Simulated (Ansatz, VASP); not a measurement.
## RbAg3: VASP beside Ansatz

```
CELL_PARAMETERS angstrom
4.68601 0.00000 0.00000
0.00000 4.68601 0.00000
0.00000 0.00000 4.67637
ATOMIC_POSITIONS crystal
Rb 0.00000 0.00000 0.00000
Ag 0.00000 0.50000 0.50000
Ag 0.50000 0.00000 0.50000
Ag 0.50000 0.50000 0.00000
```

Alike in both runs: functional PBE; k mesh 10 × 10 × 10; occupations gaussian, width 0.1 eV; no spin polarisation.

Ansatz relaxed the structure, and its values are those at the end. VASP's run is a single point on that final structure, the one shown.

|  | VASP | Ansatz |
| --- | --- | --- |
| version | VASP 6.6.1 | Ansatz 0.2.0 |
| potentials or method | VASP PAW PBE potentials, release 64 (Rb_sv, Ag), cutoff 520 eV | scalar-relativistic, plane waves, PAW |
| valence electrons in the cell | 42 | 66 |

```csv
,VASP,Ansatz,Ansatz less VASP
gap on the k mesh at the Fermi level (eV),none,none,-
pressure (GPa),0.0,0.0,-0.06
```

A gap of «none» marks a metal or a gap that the smearing closes. VASP's potentials hold 42 valence electrons a cell and Ansatz's 66, so a difference there can come from the potentials and not from the codes.
